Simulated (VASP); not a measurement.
# LuMnIn (P-6m2) in VASP: notebook

LuMnIn is run at these levels: PBE; tasks: single point.

Program: VASP 6.6.1. These are calculated values, not measurements. Logs are shortened: lines on timing, memory, paths and dates and some standing lists are left out, and cuts for length are marked.

### Step 1. The cell of the first run

Symmetry: P-6m2, No. 187, hexagonal system. Conventional cell: a = 4.737 Å, b = 4.737 Å, c = 3.401 Å, α = 90.00°, β = 90.00°, γ = 120.00°. Lu (site symmetry -6m2) has 6 Mn at 3.22 Å and 6 In at 3.22 Å and 2 Lu at 3.40 Å within 4.2 Å. Mn (site symmetry -6m2) has 3 In at 2.73 Å and 6 Lu at 3.22 Å and 2 Mn at 3.40 Å within 3.6 Å. In (site symmetry -6m2) has 3 Mn at 2.73 Å and 6 Lu at 3.22 Å and 2 In at 3.40 Å within 3.6 Å.

### Step 2. Single point, PBE, collinear spin, ferromagnetic start

INCAR reads:

```
  PREC = Accurate
  ENCUT = 520
  EDIFF = 1E-6
  ISMEAR = -1
  SIGMA = 0.15
  LREAL = False
  LASPH = True
  NELM = 150
  ALGO = Normal
  ISIF = 2
  LWAVE = False
  LCHARG = False
  ISPIN = 2
  MAGMOM = 0 2.8 0
  LORBIT = 11
  LMAXMIX = 4
  GGA = PE
  NBANDS = 36
```

KPOINTS reads:

```
regular mesh
0
Gamma
  7 7 9
```

POSCAR reads:

```
LuMnIn
1.0
    4.7365600000      0.0000000000      0.0000000000
   -2.3682800000      4.1019810000      0.0000000000
    0.0000000000      0.0000000000      3.4007410000
Lu Mn In
1 1 1
Direct
    0.0000000000      0.0000000000      0.0000000000
    0.3333333333      0.6666666667      0.5000000000
    0.6666666667      0.3333333333      0.5000000000
```

Potentials or basis: VASP PAW PBE potentials, release 64 (Lu, Mn_pv, In_d).

The run is started by

```console
> cat potpaw_PBE.64/Lu/POTCAR potpaw_PBE.64/Mn_pv/POTCAR potpaw_PBE.64/In_d/POTCAR > POTCAR
> mpirun -np 1 vasp_std > vasp.out
```

OUTCAR:

```text
PREC = Accurate
   ENCUT = 520
   EDIFF = 1E-6
   ISMEAR = -1
   LREAL = False
   LASPH = True
   NELM = 150
   ISIF = 2
   ISPIN = 2
   LORBIT = 11
   GGA = PE

 ion  position               nearest neighbor table
   1  0.000  0.000  0.000-   2 3.22   2 3.22   3 3.22   3 3.22   2 3.22   3 3.22   2 3.22   3 3.22
                             3 3.22   3 3.22   2 3.22   2 3.22
   2  0.333  0.667  0.500-   3 2.73   3 2.73   3 2.73   1 3.22   1 3.22   1 3.22   1 3.22   1 3.22
                             1 3.22
   3  0.667  0.333  0.500-   2 2.73   2 2.73   2 2.73   1 3.22   1 3.22   1 3.22   1 3.22   1 3.22
                             1 3.22

  LATTYP: Found a hexagonal cell.
 ALAT       =     4.7365600000
 C/A-ratio  =     0.7179769706

  Lattice vectors:

 A1 = (   4.7365600000,   0.0000000000,   0.0000000000)
 A2 = (  -2.3682800000,   4.1019810000,   0.0000000000)
 A3 = (   0.0000000000,   0.0000000000,   3.4007410000)

Analysis of symmetry for initial positions (statically):
=====================================================================
 Subroutine PRICEL returns:
 Original cell was already a primitive cell.

 Routine SETGRP: Setting up the symmetry group for a
 hexagonal supercell.

 Subroutine GETGRP returns: Found 12 space group operations
 (whereof 12 operations were pure point group operations)
 out of a pool of 24 trial point group operations.

The static configuration has the point symmetry D_3h.

Analysis of symmetry for dynamics (positions and initial velocities):
=====================================================================
 Subroutine PRICEL returns:
 Original cell was already a primitive cell.

 Routine SETGRP: Setting up the symmetry group for a
 hexagonal supercell.

 Subroutine GETGRP returns: Found 12 space group operations
 (whereof 12 operations were pure point group operations)
 out of a pool of 24 trial point group operations.

The dynamic configuration has the point symmetry D_3h.

Analysis of structural, dynamic, and magnetic symmetry:
=====================================================================
 Subroutine PRICEL returns:
 Original cell was already a primitive cell.

 Routine SETGRP: Setting up the symmetry group for a
 hexagonal supercell.

 Subroutine GETGRP returns: Found 12 space group operations
 (whereof 12 operations were pure point group operations)
 out of a pool of 24 trial point group operations.

The overall configuration has the point symmetry D_3h.

 Subroutine INISYM returns: Found 12 space group operations
 (whereof 12 operations are pure point group operations),
 and found     1 'primitive' translations

----------------------------------------------------------------------------------------

                                     Primitive cell

  volume of cell :      66.0739

  direct lattice vectors                    reciprocal lattice vectors
     4.736560000  0.000000000  0.000000000     0.211123685  0.121892325  0.000000000
    -2.368280000  4.101981000  0.000000000     0.000000000  0.243784649  0.000000000
     0.000000000  0.000000000  3.400741000     0.000000000  0.000000000  0.294053561

  length of vectors
     4.736560000  4.736559752  3.400741000     0.243784637  0.243784649  0.294053561

  position of ions in fractional coordinates (direct lattice)
     0.000000000  0.000000000  0.000000000
     0.333333333  0.666666667  0.500000000
     0.666666667  0.333333333  0.500000000

  ion indices of the primitive-cell ions
   primitive index   ion index
                 1           1
                 2           2
                 3           3

----------------------------------------------------------------------------------------

 KPOINTS: regular mesh

Automatic generation of k-mesh.
 Grid dimensions read from file:
 generate k-points for:    7    7    9

 Generating k-lattice:

  Cartesian coordinates                     Fractional coordinates (reciprocal lattice)
     0.030160526  0.017413189  0.000000000     0.142857143  0.000000000  0.000000000
     0.000000000  0.034826378  0.000000000     0.000000000  0.142857143  0.000000000
     0.000000000  0.000000000  0.032672618     0.000000000  0.000000000  0.111111111

  Length of vectors
     0.034826377  0.034826378  0.032672618

  Shift w.r.t. Gamma in fractional coordinates (k-lattice)
     0.000000000  0.000000000  0.000000000

 Subroutine IBZKPT returns following result:
 ===========================================

 Found     40 irreducible k-points:

 Following reciprocal coordinates:
            Coordinates               Weight
  0.000000  0.000000  0.000000      1.000000
  0.142857  0.000000  0.000000      6.000000
  0.285714  0.000000  0.000000      6.000000
  0.428571  0.000000  0.000000      6.000000
  0.142857  0.142857  0.000000      6.000000
  0.285714  0.142857  0.000000     12.000000
[... 16 lines left out ...]
  0.428571  0.142857  0.222222     12.000000
  0.285714  0.285714  0.222222     12.000000
 [... further k-points ...]
   k-points           NKPTS =     40   k-points in BZ     NKDIM =     40   number of bands    NBANDS=     36
   number of dos      NEDOS =    301   number of ions     NIONS =      3
   total plane-waves  NPLWV =  36288
   dimension x,y,z NGX =    36 NGY =   36 NGZ =   28
   dimension x,y,z NGXF=    72 NGYF=   72 NGZF=   56
   ions per type =               1   1   1
   NGX,Y,Z   is equivalent  to a cutoff of  12.64, 12.64, 13.69 a.u.
   NGXF,Y,Z  is equivalent  to a cutoff of  25.27, 25.27, 27.38 a.u.
 SYSTEM =  unknown system
   PREC   = accura    normal or accurate (medium, high low for compatibility)
   ISTART =      0    job   : 0-new  1-cont  2-samecut
   ICHARG =      2    charge: 1-file 2-atom 10-const
   ISPIN  =      2    spin polarized calculation?
   LNONCOLLINEAR =      F non collinear calculations
   LSORBIT =      F    spin-orbit coupling
   LASPH  =      T    aspherical Exc in radial PAW
   ENCUT  =  520.0 eV  38.22 Ry    6.18 a.u.   8.81  8.81  6.32*2*pi/ulx,y,z
   NELM   =    150;   NELMIN=  2; NELMDL= -5     # of ELM steps
   EDIFF  = 0.1E-05   stopping-criterion for ELM
   LREAL  =      F    real-space projection
   EDIFFG = 0.1E-04   stopping-criterion for IOM
   NSW    =      0    number of steps for IOM
   IBRION =     -1    ionic relax: 0-MD 1-quasi-New 2-CG
[... 27 lines left out ...]
  energy-cutoff  :      520.00
  volume of cell :       66.07
 maximum number of plane-waves:      1794
 NGX is ok and might be reduce to    36
   NGX = 17   NGY = 17   NGZ = 13

 number of electron      50.9999989 magnetization       3.5075538

 Free energy of the ion-electron system (eV)
  ---------------------------------------------------
  ext. energy  EPLUGINS =         0.00000000
  ---------------------------------------------------
  free energy    TOTEN  =       -16.33905188 eV

  energy without entropy =      -16.14563884  energy(sigma->0) =      -16.24234536

 E-fermi :   5.6973     XC(G=0): -11.1177

 val. band max:        5.6948703393   @ k =   0.1429   0.0000   0.3333
 cond. band min:       5.7174990154   @ k =   0.2857   0.2857   0.4444
 fundamental gap:      0.0226286761
 Fermi energy:         5.6972629020

 spin component 1

 k-point     1 :       0.0000    0.0000    0.0000
  band No.  band energies     occupation
      1     -50.5936      1.00000
      2     -44.1554      1.00000
      3     -44.1554      1.00000
      4     -44.0624      1.00000
      5     -21.2657      1.00000
      6     -21.2656      1.00000
[... 28 lines left out ...]
     35      13.0282      0.00000
     36      13.4413      0.00000

 k-point     2 :       0.1429    0.0000    0.0000
  band No.  band energies     occupation
      1     -50.5935      1.00000
      2     -44.1554      1.00000
      3     -44.1554      1.00000
      4     -44.0624      1.00000
      5     -21.2685      1.00000
      6     -21.2661      1.00000
[... 28 lines left out ...]
     35      13.2680      0.00000
     36      13.9415      0.00000

 k-point     3 :       0.2857    0.0000    0.0000
  band No.  band energies     occupation
      1     -50.5935      1.00000
      2     -44.1554      1.00000
      3     -44.1554      1.00000
      4     -44.0624      1.00000
      5     -21.2748      1.00000
      6     -21.2673      1.00000
[... 28 lines left out ...]
     35      13.5258      0.00000
     36      14.9922      0.00000
[... 742 lines left out ...]
 k-point    23 :       0.4286    0.1429    0.2222
  band No.  band energies     occupation
      1     -50.5885      1.00000
      2     -44.1552      1.00000
      3     -44.1550      1.00000
      4     -44.0668      1.00000
      5     -21.2640      1.00000
      6     -21.2563      1.00000
[... 28 lines left out ...]
     35      13.9146      0.00000
     36      14.4238      0.00000

 k-point    24 :       0.2857    0.2857    0.2222
  band No.  band energies     occupation
      1     -50.5885      1.00000
      2     -44.1552      1.00000
      3     -44.1550      1.00000
      4     -44.0668      1.00000
      5     -21.2623      1.00000
      6     -21.2588      1.00000
[... 28 lines left out ...]
     35      13.5343      0.00000
     36      14.5848      0.00000

 [... further k-points ...]

 spin component 2

 k-point     1 :       0.0000    0.0000    0.0000
  band No.  band energies     occupation
      1     -50.6364      1.00000
      2     -40.4275      1.00000
      3     -40.4275      1.00000
      4     -40.3010      1.00000
      5     -21.3278      1.00000
      6     -21.3278      1.00000
[... 28 lines left out ...]
     35      13.2795      0.00000
     36      13.7054      0.00000

 k-point     2 :       0.1429    0.0000    0.0000
  band No.  band energies     occupation
      1     -50.6363      1.00000
      2     -40.4275      1.00000
      3     -40.4275      1.00000
      4     -40.3010      1.00000
      5     -21.3306      1.00000
      6     -21.3283      1.00000
[... 28 lines left out ...]
     35      13.5475      0.00000
     36      14.2705      0.00000

 k-point     3 :       0.2857    0.0000    0.0000
  band No.  band energies     occupation
      1     -50.6363      1.00000
      2     -40.4276      1.00000
      3     -40.4275      1.00000
      4     -40.3010      1.00000
      5     -21.3370      1.00000
      6     -21.3294      1.00000
[... 28 lines left out ...]
     35      13.8728      0.00000
     36      15.3399      0.00000
[... 742 lines left out ...]
 k-point    23 :       0.4286    0.1429    0.2222
  band No.  band energies     occupation
      1     -50.6311      1.00000
      2     -40.4272      1.00000
      3     -40.4270      1.00000
      4     -40.3066      1.00000
      5     -21.3261      1.00000
      6     -21.3183      1.00000
[... 28 lines left out ...]
     35      14.1564      0.00000
     36      14.9502      0.00000

 k-point    24 :       0.2857    0.2857    0.2222
  band No.  band energies     occupation
      1     -50.6311      1.00000
      2     -40.4272      1.00000
      3     -40.4270      1.00000
      4     -40.3066      1.00000
      5     -21.3243      1.00000
      6     -21.3208      1.00000
[... 28 lines left out ...]
     35      14.0857      0.00000
     36      14.8942      0.00000

 [... further k-points ...]

------------------------ aborting loop because EDIFF is reached ----------------------------------------

  FORCE on cell =-STRESS in cart. coord.  units (eV):
  Direction    XX          YY          ZZ          XY          YZ          ZX
  --------------------------------------------------------------------------------------
  -------------------------------------------------------------------------------------
  Total        0.0567061      0.0567061      0.0712725      0.0000000     -0.0000000      0.0000000
  in kB        1.3750239      1.3750238      1.7282320      0.0000000     -0.0000000      0.0000000
  external PRESSURE =       1.4927599 kB  Pullay stress =       0.0000000 kB

 VOLUME and BASIS-vectors are now :
 -----------------------------------------------------------------------------
  energy-cutoff  :      520.00
  volume of cell :       66.07
      direct lattice vectors                 reciprocal lattice vectors
     4.736560000  0.000000000  0.000000000     0.211123685  0.121892325  0.000000000
    -2.368280000  4.101981000  0.000000000     0.000000000  0.243784649  0.000000000
     0.000000000  0.000000000  3.400741000     0.000000000  0.000000000  0.294053561

 POSITION                                       TOTAL-FORCE (eV/Angst)
 -----------------------------------------------------------------------------------
      0.00000      0.00000      0.00000         0.000000      0.000000      0.000000
     -0.00000      2.73465      1.70037        -0.000000      0.000000      0.000000
      2.36828      1.36733      1.70037        -0.000000      0.000000      0.000000
 -----------------------------------------------------------------------------------
    total drift:                                0.000000      0.000000     -0.000000

  FREE ENERGIE OF THE ION-ELECTRON SYSTEM (eV)
  ---------------------------------------------------
  free  energy   TOTEN  =       -16.3390518813 eV

  energy  without entropy=      -16.1456388366  energy(sigma->0) =      -16.24234536

 total charge

# of ion       s       p       d       f       tot
--------------------------------------------------
    1        2.267   6.067   0.786  13.968  23.087
    2        0.315   6.205   4.945   0.000  11.465
    3        0.899   0.855   9.836   0.000  11.590
--------------------------------------------------
tot          3.480  13.127  15.567  13.968  46.142

 magnetization (x)

# of ion       s       p       d       f       tot
--------------------------------------------------
    1       -0.024  -0.007  -0.106   0.005  -0.132
    2        0.039   0.034   3.507   0.000   3.580
    3       -0.009  -0.027   0.004   0.000  -0.032
--------------------------------------------------
tot          0.006   0.000   3.405   0.005   3.416
```

Run time: 7.1 min. Hardware: 1 thread of Intel Xeon 8259CL, shared host; peak memory 0.33 GiB.

Results:

```
Free energy                                           : -16.3391 eV
Pressure                                              : 0.1 GPa
Net moment                                            : 3.51 μB per cell
Site moments                                          : Lu -0.13; Mn +3.58; In -0.03 μB
Valence electrons inside the program's atomic spheres : Lu 23.09; Mn 11.46; In 11.59
```

Levels at points of the mesh, in eV from the Fermi level:
Spin up:
```tsv
k point	band 25	band 26	band 27	band 28	band 29	band 30
(0.00, 0.00, 0.00)	-2.14	-0.53	-0.53	0.28	2.39	3.93
```
Spin down:
```csv
k point,band 22,band 23,band 24,band 25,band 26,band 27
"(0.00, 0.00, 0.00)",-1.61,-0.94,0.36,0.72,0.72,1.14
```

Caveat: spin-orbit coupling is left out, which moves the levels of the heavy elements.

### Step 3. Single point, PBE, collinear spin, ferromagnetic start

This run uses another cell than the first one, of 22.61 Å³/atom.

INCAR reads:

```
PREC = Accurate
ENCUT = 520
EDIFF = 1E-7
ISMEAR = -1
SIGMA = 0.15
LREAL = False
LASPH = True
NELM = 150
ALGO = Normal
ISIF = 2
LWAVE = False
LCHARG = False
ISPIN = 2
MAGMOM = 0 2.8 0
LORBIT = 11
LMAXMIX = 4
GGA = PE
NBANDS = 36
```

KPOINTS is that of step 2.

POSCAR reads:

```
LuMnIn
1.0
    4.7782939566      0.0000000000      0.0000000000
   -2.3891469783      4.1381236641      0.0000000000
    0.0000000000      0.0000000000      3.4307050197
Lu Mn In
1 1 1
Direct
    0.0000000000      0.0000000000      0.0000000000
    0.3333333333      0.6666666667      0.5000000000
    0.6666666667      0.3333333333      0.5000000000
```

Potentials or basis: VASP PAW PBE potentials, release 64 (Lu, Mn_pv, In_d).

The run is started by

```console
> cat potpaw_PBE.64/Lu/POTCAR potpaw_PBE.64/Mn_pv/POTCAR potpaw_PBE.64/In_d/POTCAR > POTCAR
> mpirun -np 1 vasp_std > vasp.out
```

Run time: 7.1 min. Hardware: 1 thread of Intel Xeon 8259CL, shared host; peak memory 0.33 GiB.

The run converged. Its results:

```yaml
Free_energy: -16.3327 eV
Pressure: -1.4 GPa
Net_moment: 3.56 μB per cell
Site_moments: Lu -0.13; Mn +3.63; In -0.03 μB
Valence_electrons_inside_the_program's_atomic_spheres: Lu 23.06; Mn 11.44; In 11.56
```

Stress tensor (GPa, compression positive):
```
-1.59  0.00  0.00
 0.00 -1.59  0.00
 0.00  0.00 -1.11
```

Levels at points of the mesh, in eV from the Fermi level:
Spin up:
```
           k point  band 24  band 25  band 26  band 27  band 28  band 29  band 30  band 31
(0.00, 0.00, 0.00)    -2.19    -2.19    -0.53    -0.53     0.26     2.24     3.78     3.78
```
Spin down:
```
           k point  band 21  band 22  band 23  band 24  band 25  band 26  band 27  band 28
(0.00, 0.00, 0.00)    -1.57    -1.57    -0.89     0.32     0.71     0.71     1.14     1.14
```

Caveat: spin-orbit coupling is left out, which moves the levels of the heavy elements.

### Step 4. Single point, PBE, collinear spin, ferromagnetic start

This run uses another cell than the first one, of 23.20 Å³/atom.

INCAR reads:

```
PREC     = Accurate       # precision mode
ENCUT    = 520            # plane-wave cutoff, eV
EDIFF    = 1E-6           # SCF threshold, eV
ISMEAR   = -1             # smearing method
SIGMA    = 0.15           # smearing width, eV
LREAL    = False          # projectors in reciprocal space
LASPH    = True           # aspherical terms in the spheres
NELM     = 150            # most SCF steps
ALGO     = Normal         # electronic algorithm
ISIF     = 2              # what is computed and relaxed
LWAVE    = False          # write WAVECAR
LCHARG   = False          # write CHGCAR
ISPIN    = 2              # spin polarisation
MAGMOM   = 0 2.8 0        # initial moments
LORBIT   = 11             # projections on sites
LMAXMIX  = 4              # l up to which the mixer works
GGA      = PE             # functional
NBANDS   = 36             # bands
```

KPOINTS reads:

```
Automatic mesh
0
Gamma
  7 7 9
```

POSCAR reads:

```
LuMnIn
1.0
    4.8193113616      0.0000000000      0.0000000000
   -2.4096556808      4.1736457763      0.0000000000
    0.0000000000      0.0000000000      3.4601545719
Lu Mn In
1 1 1
Direct
    0.0000000000      0.0000000000      0.0000000000
    0.3333333333      0.6666666667      0.5000000000
    0.6666666667      0.3333333333      0.5000000000
```

The run is started by

```console
> cat potpaw_PBE.64/Lu/POTCAR potpaw_PBE.64/Mn_pv/POTCAR potpaw_PBE.64/In_d/POTCAR > POTCAR
> mpirun -np 1 vasp_std > vasp.out
```

Wall time 7.1 min (1 thread of Intel Xeon 8259CL, shared host); peak memory 0.34 GiB.

Results (log left out):

| Item | Value |
| --- | --- |
| Free energy | -16.3090 eV |
| Pressure | -3.0 GPa |
| Net moment | 3.60 μB per cell |
| Site moments | Lu -0.13; Mn +3.67; In -0.03 μB |
| Valence electrons inside the program's atomic spheres | Lu 23.03; Mn 11.42; In 11.54 |

Stress tensor (GPa, compression positive):
```
-3.30  0.00  0.00
 0.00 -3.30  0.00
 0.00  0.00 -2.46
```

Levels at points of the mesh, in eV from the Fermi level:
Spin up:
```
           k point  band 25  band 26  band 27  band 28  band 29  band 30
(0.00, 0.00, 0.00)    -2.23    -0.53    -0.53     0.24     2.10     3.64
```
Spin down:
| k point | band 22 | band 23 | band 24 | band 25 | band 26 | band 27 |
| --- | --- | --- | --- | --- | --- | --- |
| (0.00, 0.00, 0.00) | -1.53 | -0.85 | 0.28 | 0.71 | 0.71 | 1.14 |

Caveat: the cell stands under tension; spin-orbit coupling is left out, which moves the levels of the heavy elements.

### Step 5. Overview

| cell | gap on the mesh (eV) | pressure (GPa) | moment (μB) |
| --- | --- | --- | --- |
| a = 4.737, b = 4.737, c = 3.401 Å, angles 90.0, 90.0, 120.0°, 3 atoms | none | 0.1 | 3.51 |
| a = 4.778, b = 4.778, c = 3.431 Å, angles 90.0, 90.0, 120.0°, 3 atoms | none | -1.4 | 3.56 |
| a = 4.819, b = 4.819, c = 3.460 Å, angles 90.0, 90.0, 120.0°, 3 atoms | none | -3.0 | 3.60 |

Alike in all rows: task single point; level PBE; potentials or basis VASP PAW PBE potentials, release 64 (Lu, Mn_pv, In_d); spin collinear, ferromagnetic start; k mesh 7 × 7 × 9; cutoff (eV) 520; smearing fermi-dirac 0.15 eV.

Caveats: spin-orbit coupling is left out, which moves the levels of the heavy elements; the cell stands under tension (at least some runs).

Total energies depend on the potentials used, so only differences within one code and one set of settings carry meaning.

The gap in the log of VASP goes by the Fermi energy; the results here count the filled bands.